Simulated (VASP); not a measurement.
Crystal: Sb.

```
Sb
1.0
    -2.24461    2.29985   -0.01575
    -0.07017   -0.02554   -6.26836
    -4.35460   -4.46533   -0.06765
Sb
4
Direct
  0.07145 0.78306 0.01916
  0.94761 0.24944 0.00770
  0.00905 0.72923 0.46903
  0.97189 0.23827 0.50411
```

* Program: VASP 6.6.1
* Task: relaxation of cell and atoms
* Functional: PBE
* Potentials or basis: VASP PAW PBE potentials, release 64 (Sb)
* Cutoff: 600 eV
* k mesh: 8 × 4 × 4
* Occupations: gaussian, width 0.2 eV
* Spin: no spin polarisation

At the start: pressure -0.5 GPa; volume 31.40 Å³/atom.

Task: Where does the relaxation end?

Result: Over 30 steps the energy falls by 29.9 meV/atom and the volume is 30.16 Å³/atom (-3.9 %); space group C2/m (No. 12, to 0.05 Å).

Step by step:
| step | energy change (eV) | largest force (eV/Å) | pressure (GPa) | volume (Å³) |
| --- | --- | --- | --- | --- |
| 1 | 0.0000 | 0.4886 | -0.45 | 125.59 |
| 2 | -0.0525 | 0.2453 | -0.19 | 123.91 |
| 3 | -0.0532 | 0.2518 | -0.25 | 124.09 |
| 4 | -0.0628 | 0.2494 | 0.04 | 123.11 |
| 5 | -0.0745 | 0.2487 | 0.85 | 120.64 |
| 6 | -0.0799 | 0.2150 | 0.66 | 120.83 |
| 7 | -0.0906 | 0.1341 | 0.13 | 121.42 |
| 8 | -0.0919 | 0.0776 | -0.77 | 122.57 |
| 9 | -0.0942 | 0.0868 | -0.43 | 122.10 |
| 10 | -0.0972 | 0.0858 | -0.26 | 121.56 |
| 11 | -0.0996 | 0.0901 | 0.11 | 120.51 |
| 12 | -0.1013 | 0.0850 | 0.09 | 120.51 |
| 13 | -0.1057 | 0.0733 | 0.06 | 120.51 |
| 14 | -0.1098 | 0.0608 | 0.10 | 120.49 |
| 15 | -0.1113 | 0.0589 | 0.07 | 120.57 |
| 16 | -0.1141 | 0.0536 | 0.01 | 120.80 |
| 17 | -0.1138 | 0.0483 | -0.06 | 121.24 |
| 18 | -0.1148 | 0.0495 | -0.04 | 121.02 |
| 19 | -0.1148 | 0.0495 | -0.03 | 121.00 |
| 20 | -0.1151 | 0.0475 | -0.01 | 120.95 |
| 21 | -0.1155 | 0.0440 | 0.03 | 120.83 |
| 22 | -0.1155 | 0.0433 | 0.04 | 120.80 |
| 23 | -0.1158 | 0.0417 | 0.02 | 120.84 |
| 24 | -0.1167 | 0.0375 | -0.05 | 120.96 |
| 25 | -0.1180 | 0.0295 | -0.19 | 121.20 |
| 26 | -0.1184 | 0.0180 | -0.42 | 121.66 |
| 27 | -0.1186 | 0.0204 | -0.35 | 121.50 |
| 28 | -0.1189 | 0.0200 | -0.31 | 121.41 |
| 29 | -0.1195 | 0.0193 | -0.19 | 121.15 |
| 30 | -0.1197 | 0.0228 | 0.06 | 120.63 |

Final structure:
```xyz
4
Lattice="-2.1995 2.2014 0.0251 0.0111 -0.0581 -6.2298 -4.3986 -4.4022 -0.0304" Properties=species:S:1:pos:R:3 pbc="T T T"
Sb   -2.1929    2.1483   -4.6596
Sb   -2.1995    2.1836   -1.5357
Sb   -2.1894   -2.2299   -4.6674
Sb   -4.3932   -0.0162   -1.5520
```
